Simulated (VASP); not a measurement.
# Pd (Fm-3m) in VASP: further runs

Runs on Pd. Level: LDA. Tasks: single point.

All numbers are computed with VASP 6.6.1; they aren't measurements. Logs are shortened: lines on timing, memory, paths and dates and some standing lists are left out, and cuts for length are marked.

## 1. The cell of the first run

The structure is cubic, space group Fm-3m (No. 225). Conventional cell: a = 3.893 Å, b = 3.893 Å, c = 3.893 Å, α = 90.00°, β = 90.00°, γ = 90.00°. Pd (site symmetry m-3m) has 12 Pd at 2.75 Å within 3.6 Å.

## 2. Single point, LDA

Contents of INCAR:

```
PREC = Accurate ; ENCUT = 520
EDIFF = 1E-6 ; ISMEAR = -1
SIGMA = 0.05 ; LREAL = F
LASPH = T ; NELM = 100
ALGO = Normal ; ISIF = 2
LWAVE = F ; LCHARG = F
NBANDS = 11
```

Contents of KPOINTS:

```
regular mesh
0
Gamma
  12 12 12
```

Contents of POSCAR:

```
Pd
1.0
    0.0000000000      1.9465000000      1.9465000000
    1.9465000000      0.0000000000      1.9465000000
    1.9465000000      1.9465000000      0.0000000000
Pd
1
Direct
    0.0000000000      0.0000000000      0.0000000000
```

Potentials or basis: VASP PAW LDA potentials, release 64 (Pd).

Command:

```
cat potpaw_LDA.64/Pd/POTCAR > POTCAR
mpirun -np 1 vasp_std > vasp.out
```

OUTCAR:

```text
PREC = Accurate
   ENCUT = 520
   EDIFF = 1E-6
   ISMEAR = -1
   LREAL = F
   LASPH = T
   NELM = 100
   ISIF = 2

 ion  position               nearest neighbor table
   1  0.000  0.000  0.000-

  LATTYP: Found a face centered cubic cell.
 ALAT       =     3.8930000000

  Lattice vectors:

 A1 = (   0.0000000000,   1.9465000000,   1.9465000000)
 A2 = (   1.9465000000,   0.0000000000,   1.9465000000)
 A3 = (   1.9465000000,   1.9465000000,   0.0000000000)

Analysis of symmetry for initial positions (statically):
=====================================================================
 Subroutine PRICEL returns:
 Original cell was already a primitive cell.

 Routine SETGRP: Setting up the symmetry group for a
 face centered cubic supercell.

 Subroutine GETGRP returns: Found 48 space group operations
 (whereof 48 operations were pure point group operations)
 out of a pool of 48 trial point group operations.

The static configuration has the point symmetry O_h .

Analysis of symmetry for dynamics (positions and initial velocities):
=====================================================================
 Subroutine PRICEL returns:
 Original cell was already a primitive cell.

 Routine SETGRP: Setting up the symmetry group for a
 face centered cubic supercell.

 Subroutine GETGRP returns: Found 48 space group operations
 (whereof 48 operations were pure point group operations)
 out of a pool of 48 trial point group operations.

The dynamic configuration has the point symmetry O_h .

 Subroutine INISYM returns: Found 48 space group operations
 (whereof 48 operations are pure point group operations),
 and found     1 'primitive' translations

----------------------------------------------------------------------------------------

                                     Primitive cell

  volume of cell :      14.7500

  direct lattice vectors                    reciprocal lattice vectors
     0.000000000  1.946500000  1.946500000    -0.256871307  0.256871307  0.256871307
     1.946500000  0.000000000  1.946500000     0.256871307 -0.256871307  0.256871307
     1.946500000  1.946500000  0.000000000     0.256871307  0.256871307 -0.256871307

  length of vectors
     2.752766699  2.752766699  2.752766699     0.444914156  0.444914156  0.444914156

  position of ions in fractional coordinates (direct lattice)
     0.000000000  0.000000000  0.000000000

  ion indices of the primitive-cell ions
   primitive index   ion index
                 1           1

----------------------------------------------------------------------------------------

 KPOINTS: regular mesh

Automatic generation of k-mesh.
 Grid dimensions read from file:
 generate k-points for:   12   12   12

 Generating k-lattice:

  Cartesian coordinates                     Fractional coordinates (reciprocal lattice)
    -0.021405942  0.021405942  0.021405942     0.083333333  0.000000000  0.000000000
     0.021405942 -0.021405942  0.021405942     0.000000000  0.083333333  0.000000000
     0.021405942  0.021405942 -0.021405942     0.000000000  0.000000000  0.083333333

  Length of vectors
     0.037076180  0.037076180  0.037076180

  Shift w.r.t. Gamma in fractional coordinates (k-lattice)
     0.000000000  0.000000000  0.000000000

 Subroutine IBZKPT returns following result:
 ===========================================

 Found     72 irreducible k-points:

 Following reciprocal coordinates:
            Coordinates               Weight
  0.000000  0.000000  0.000000      1.000000
  0.083333  0.000000  0.000000      8.000000
  0.166667  0.000000  0.000000      8.000000
  0.250000  0.000000  0.000000      8.000000
  0.333333  0.000000  0.000000      8.000000
  0.416667  0.000000  0.000000      8.000000
[... 16 lines left out ...]
  0.500000  0.166667  0.000000     24.000000
 -0.416667  0.166667  0.000000     24.000000
 [... further k-points ...]
   k-points           NKPTS =     72   k-points in BZ     NKDIM =     72   number of bands    NBANDS=     11
   number of dos      NEDOS =    301   number of ions     NIONS =      1
   total plane-waves  NPLWV =   8000
   dimension x,y,z NGX =    20 NGY =   20 NGZ =   20
   dimension x,y,z NGXF=    40 NGYF=   40 NGZF=   40
   ions per type =               1
   NGX,Y,Z   is equivalent  to a cutoff of  12.08, 12.08, 12.08 a.u.
   NGXF,Y,Z  is equivalent  to a cutoff of  24.16, 24.16, 24.16 a.u.
 SYSTEM =  unknown system
   PREC   = accura    normal or accurate (medium, high low for compatibility)
   ISTART =      0    job   : 0-new  1-cont  2-samecut
   ICHARG =      2    charge: 1-file 2-atom 10-const
   ISPIN  =      1    spin polarized calculation?
   LNONCOLLINEAR =      F non collinear calculations
   LSORBIT =      F    spin-orbit coupling
   LASPH  =      T    aspherical Exc in radial PAW
   ENCUT  =  520.0 eV  38.22 Ry    6.18 a.u.   5.12  5.12  5.12*2*pi/ulx,y,z
   NELM   =    100;   NELMIN=  2; NELMDL= -5     # of ELM steps
   EDIFF  = 0.1E-05   stopping-criterion for ELM
   LREAL  =      F    real-space projection
   EDIFFG = 0.1E-04   stopping-criterion for IOM
   NSW    =      0    number of steps for IOM
   IBRION =     -1    ionic relax: 0-MD 1-quasi-New 2-CG
   NFREE  =      0    steps in history (QN), initial steepest desc. (CG)
   ISIF   =      2    stress and relaxation
   ISYM   =      2    0-nonsym 1-usesym 2-fastsym
   POTIM  = 0.5000    time-step for ionic-motion
   TEBEG  =    0.0;   TEEND  =   0.0 temperature during run
   PSTRESS=    0.0 pullay stress
   NELECT =      10.0000    total number of electrons
   NUPDOWN=      -1.0000    fix difference up-down
   EMIN   =  10.00;   EMAX   =-10.00  energy-range for DOS
   EFERMI =   0.00;   METHOD = LEGACY
   ISMEAR =    -1;   SIGMA  =   0.05  broadening in eV -4-tet -1-fermi 0-gaus
   EFERMI_NEDOS =   21; number of points for ismear=-14 and -15
   IALGO  =     38    algorithm
   IMIX   =      4    mixing-type and parameters
     AMIX     =   0.40;   BMIX     =  1.00
     AMIX_MAG =   1.60;   BMIX_MAG =  1.00
  volume/ion in A,a.u.               =      14.75        99.54
  Fermi-wavevector in a.u.,A,eV,Ry     =   1.438171  2.717748 28.141404  2.068335
  Thomas-Fermi vector in A             =   2.557167
   LORBIT       =      0    0 simple, 1 ext, 2 COOP (PROOUT), +10 PAW based schemes
   GGA     = CA    functional components
   LHFCALC =     F    Hartree Fock is set to
   AEXX    =    0.0000 exact exchange contribution
   IVDW    =     0    specifies the selected vdW correction
   LEPSILON=     F    determine dielectric tensor
   LRPA    =     F    only Hartree local field effects (RPA)
 non-spin polarized calculation
  energy-cutoff  :      520.00
  volume of cell :       14.75
 maximum number of plane-waves:       415
   NGX = 11   NGY = 11   NGZ = 11

 number of electron      10.0000000 magnetization

 number of electron       9.9999999 magnetization

 Free energy of the ion-electron system (eV)
  ---------------------------------------------------
  ext. energy  EPLUGINS =         0.00000000
  ---------------------------------------------------
  free energy    TOTEN  =        -6.49360415 eV

  energy without entropy =       -6.47398172  energy(sigma->0) =       -6.48379294

 E-fermi :   9.5597     XC(G=0): -13.5192

 val. band max:        9.5589589309   @ k =   0.5000   0.0000   0.0000
 cond. band min:       9.5601176981   @ k =   0.4167   0.4167   0.0000
 fundamental gap:      0.0011587672
 Fermi energy:         9.5596524233

 k-point     1 :       0.0000    0.0000    0.0000
  band No.  band energies     occupation
      1       2.3549      2.00000
      2       6.7074      2.00000
      3       6.7074      2.00000
      4       6.7074      2.00000
      5       8.3544      2.00000
      6       8.3544      2.00000
      7      26.7253      0.00000
      8      31.4440      0.00000
      9      31.4440      0.00000
     10      31.4440      0.00000
     11      35.3282      0.00000

 k-point     2 :       0.0833    0.0000    0.0000
  band No.  band energies     occupation
      1       2.6053      2.00000
      2       6.6210      2.00000
      3       6.7930      2.00000
      4       6.7930      2.00000
      5       8.3150      2.00000
      6       8.3150      2.00000
      7      26.9811      0.00000
      8      29.9775      0.00000
      9      31.7332      0.00000
     10      31.7332      0.00000
     11      35.3694      0.00000

 k-point     3 :       0.1667    0.0000    0.0000
  band No.  band energies     occupation
      1       3.2839      2.00000
      2       6.4709      2.00000
      3       6.9675      2.00000
      4       6.9675      2.00000
      5       8.2876      2.00000
      6       8.2876      2.00000
      7      26.7927      0.00000
      8      28.0346      0.00000
      9      32.4832      0.00000
     10      32.4832      0.00000
     11      35.5392      0.00000

 k-point     4 :       0.2500    0.0000    0.0000
  band No.  band energies     occupation
      1       4.0474      2.00000
      2       6.6691      2.00000
      3       7.0082      2.00000
      4       7.0082      2.00000
      5       8.4999      2.00000
      6       8.4999      2.00000
      7      24.0534      0.00000
      8      27.7873      0.00000
      9      33.1105      0.00000
     10      33.1105      0.00000
     11      35.1833      0.00000
[... 239 lines left out ...]
 k-point    22 :       0.4167    0.1667    0.0000
  band No.  band energies     occupation
      1       4.8263      2.00000
      2       6.2956      2.00000
      3       6.8765      2.00000
      4       7.4283      2.00000
      5       9.5156      1.41395
      6      10.7455      0.00000
      7      20.3139      0.00000
      8      26.8166      0.00000
      9      28.0234      0.00000
     10      29.8138      0.00000
     11      35.3820      0.00000

 k-point    23 :       0.5000    0.1667    0.0000
  band No.  band energies     occupation
      1       4.7910      2.00000
      2       6.2374      2.00000
      3       7.2831      2.00000
      4       7.4153      2.00000
      5       9.6021      0.59972
      6      12.6119      0.00000
      7      17.6025      0.00000
      8      25.9563      0.00000
      9      28.2814      0.00000
     10      28.8469      0.00000
     11      35.3883      0.00000

 k-point    24 :      -0.4167    0.1667    0.0000
  band No.  band energies     occupation
      1       4.8423      2.00000
      2       6.2434      2.00000
      3       7.2145      2.00000
      4       7.6241      2.00000
      5       9.3283      1.98063
      6      13.1637      0.00000
      7      17.0981      0.00000
      8      25.3684      0.00000
      9      28.3609      0.00000
     10      29.3364      0.00000
     11      35.3842      0.00000

 [... further k-points ...]

------------------------ aborting loop because EDIFF is reached ----------------------------------------

  FORCE on cell =-STRESS in cart. coord.  units (eV):
  Direction    XX          YY          ZZ          XY          YZ          ZX
  --------------------------------------------------------------------------------------
  -------------------------------------------------------------------------------------
  Total       -0.7752091     -0.7752091     -0.7752091      0.0000000      0.0000000     -0.0000000
  in kB      -84.2046809    -84.2046809    -84.2046809      0.0000000      0.0000000     -0.0000000
  external PRESSURE =     -84.2046809 kB  Pullay stress =       0.0000000 kB

 VOLUME and BASIS-vectors are now :
 -----------------------------------------------------------------------------
  energy-cutoff  :      520.00
  volume of cell :       14.75
      direct lattice vectors                 reciprocal lattice vectors
     0.000000000  1.946500000  1.946500000    -0.256871307  0.256871307  0.256871307
     1.946500000  0.000000000  1.946500000     0.256871307 -0.256871307  0.256871307
     1.946500000  1.946500000  0.000000000     0.256871307  0.256871307 -0.256871307

 POSITION                                       TOTAL-FORCE (eV/Angst)
 -----------------------------------------------------------------------------------
      0.00000      0.00000      0.00000         0.000000     -0.000000      0.000000
 -----------------------------------------------------------------------------------
    total drift:                                0.000000     -0.000000      0.000000

  FREE ENERGIE OF THE ION-ELECTRON SYSTEM (eV)
  ---------------------------------------------------
  free  energy   TOTEN  =        -6.4936041515 eV

  energy  without entropy=       -6.4739817207  energy(sigma->0) =       -6.48379294
```

Run time: 3.9 s. Hardware: 1 thread of Intel Xeon 6975P-C (Granite Rapids), shared host; peak memory 0.12 GiB.

What came out:

```yaml
Free_energy: -6.4936 eV
Pressure: -8.4 GPa
Band_gap_on_the_k_mesh: zero (band 5 reaches 9.87 eV, above the bottom of band 6 at 8.29 eV)
```

(Part 1 of 2 ends here.)
